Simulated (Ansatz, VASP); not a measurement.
# TaNbSb3 in VASP and in Ansatz

```
Ta Nb Sb
1.0
     5.28931    0.00000    0.00000
     0.00000    5.28931    0.00000
     0.00000    0.00000    5.28931
Ta Nb Sb
1 1 3
Cartesian
  2.6447 2.6447 2.6447
  0.0000 0.0000 0.0000
  0.0000 2.6447 2.6447
  2.6447 0.0000 2.6447
  2.6447 2.6447 0.0000
```

Alike in both runs: functional PBE; k mesh 8 × 8 × 8; occupations gaussian, width 0.1 eV; no spin polarisation.

Ansatz relaxed the structure, and its values are those at the end. VASP's run is a single point on that final structure, the one shown.

|  | VASP | Ansatz |
| --- | --- | --- |
| version | VASP 6.6.1 | Ansatz 0.2.0 |
| potentials or method | VASP PAW PBE potentials, release 64 (Ta_pv, Nb_sv, Sb), cutoff 520 eV | scalar-relativistic, plane waves, PAW |
| valence electrons in the cell | 39 | 71 |

Ansatz gave:

- gap on the k mesh at the Fermi level (eV): none
- pressure (GPa): 0.0

Task: What did VASP give for the same quantities?

Result: gap on the k mesh at the Fermi level (eV): none; pressure (GPa): -0.1.

A gap of «none» marks a metal or a gap that the smearing closes. With one functional, cell and mesh, what is left measures potentials, basis and numerics. VASP's potentials hold 39 valence electrons a cell and Ansatz's 71, so a difference there can come from the potentials and not from the codes.

Neither program's run includes spin-orbit coupling.
